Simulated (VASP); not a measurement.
Set up this calculation in VASP 6.6.1, as the native input.

```
Task                    : density of states
Functional              : PBE
Potentials or basis     : VASP PAW PBE potentials, release 64 (Co, Al)
Cutoff                  : 520 eV
k mesh                  : 13 × 9 × 1
Occupations             : fermi-dirac, width 0.1 eV
Spin                    : no spin polarisation
Dipole correction       : yes
k mesh for the DOS      : 20 × 14 × 1
Occupations for the DOS : tetrahedron
Further INCAR settings  : ALGO = Normal; EDIFF = 1e-06; NBANDS = 13
```

The system is AlCo (AlCo (110), 1 layers), a slab with vacuum.

```xyz
2
Lattice="2.8528 0.0000 0.0000 0.0000 4.0345 0.0000 0.0000 0.0000 16.0000" Properties=species:S:1:pos:R:3 pbc="T T T"
Co    2.1396    1.0086    8.0000
Al    0.7132    3.0259    8.0000
```

The input as run:

POSCAR

```
AlCo
1.0
    2.8528193275      0.0000000000      0.0000000000
    0.0000000000      4.0344957840      0.0000000000
    0.0000000000      0.0000000000     16.0000000000
Co Al
1 1
Direct
    0.7500000000      0.2500000000      0.5000000000
    0.2500000000      0.7500000000      0.5000000000
```

INCAR.step1

```
SYSTEM = AlCo
  ALGO = Normal
  DIPOL = 0.5 0.5 0.500
  EDIFF = 1E-6
  ENCUT = 520
  GGA = PE
  IDIPOL = 3
  ISIF = 2
  ISMEAR = -1
  LASPH = .True.
  LCHARG = .True.
  LDIPOL = .True.
  LMAXMIX = 4
  LREAL = .False.
  LWAVE = .False.
  NBANDS = 13
  NELM = 60
  PREC = Accurate
  SIGMA = 0.1
```

KPOINTS.step1

```
k-points
0
Gamma
  13 9 1
  0 0 0
```

INCAR.step2

```
SYSTEM = AlCo
  ALGO = Normal
  DIPOL = 0.5 0.5 0.500
  EDIFF = 1E-6
  ENCUT = 520
  GGA = PE
  ICHARG = 11
  IDIPOL = 3
  ISIF = 2
  ISMEAR = -5
  LASPH = .True.
  LCHARG = .False.
  LDIPOL = .True.
  LMAXMIX = 4
  LORBIT = 11
  LREAL = .False.
  LWAVE = .False.
  NBANDS = 13
  NEDOS = 2001
  NELM = 60
  PREC = Accurate
  SIGMA = 0.1
```

KPOINTS.step2

```
k-points
0
Gamma
  20 14 1
  0 0 0
```

Potentials or basis: VASP PAW PBE potentials, release 64 (Co, Al).

Launch:

```bash
$ cat potpaw_PBE.64/Co/POTCAR potpaw_PBE.64/Al/POTCAR > POTCAR
$ cp INCAR.step1 INCAR
$ cp KPOINTS.step1 KPOINTS
$ mpirun -np 1 vasp_std > vasp.out
$ cp INCAR.step2 INCAR
$ cp KPOINTS.step2 KPOINTS
$ mpirun -np 1 vasp_std > vasp.out
```

Results of the run:

| Item | Value |
| --- | --- |
| Valence electrons inside the program's atomic spheres | Co 8.06; Al 0.79 |

Run time: 2.6 min on 1 thread of Intel(R) Xeon(R) Platinum 8259CL CPU @ 2.50GHz (Skylake/Cascade Lake), with other jobs on the host, peak memory 0.41 GiB.
